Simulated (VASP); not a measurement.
HfO2, 6 atoms in the cell. It takes space group P4_2/mnm (No. 136, tetragonal). The conventional cell has a = 4.350 Å, b = 4.350 Å, c = 3.049 Å, α = 90.00°, β = 90.00°, γ = 90.00°. Hf (site symmetry mmm) has 6 O at 1.88 to 1.94 Å within 2.5 Å. O (site symmetry m2m) has 3 Hf at 1.88 to 1.94 Å and 1 O at 2.39 Å within 2.5 Å. 

| Item | Value |
| --- | --- |
| Program | VASP 6.6.1 |
| Task | single point |
| Functional | LDA |
| Potentials or basis | VASP PAW LDA potentials, release 64 (Hf_pv, O) |
| Cutoff | 520 eV |
| k mesh | 6 × 6 × 8 |
| Occupations | gaussian, width 0.02 eV |
| Spin | no spin polarisation |
| Dipole correction | no |
| Further INCAR settings | ALGO = Normal; EDIFF = 1e-06; NBANDS = 31 |

Potentials or basis: VASP PAW LDA potentials, release 64 (Hf_pv, O).

Launch:

```console
$ cat potpaw_LDA.64/Hf_pv/POTCAR potpaw_LDA.64/O/POTCAR > POTCAR
$ mpirun -np 1 vasp_std > vasp.out
```

Hardware: 1 thread of Intel(R) Xeon(R) 6975P-C (Granite Rapids), on a shared host.

**Question.** Estimate the wall time of this run.

**Answer.** It took 25 s on 1 thread of Intel(R) Xeon(R) 6975P-C (Granite Rapids), on a shared host, peak memory 0.19 GiB. Counts: scf iterations 13, k points 50.
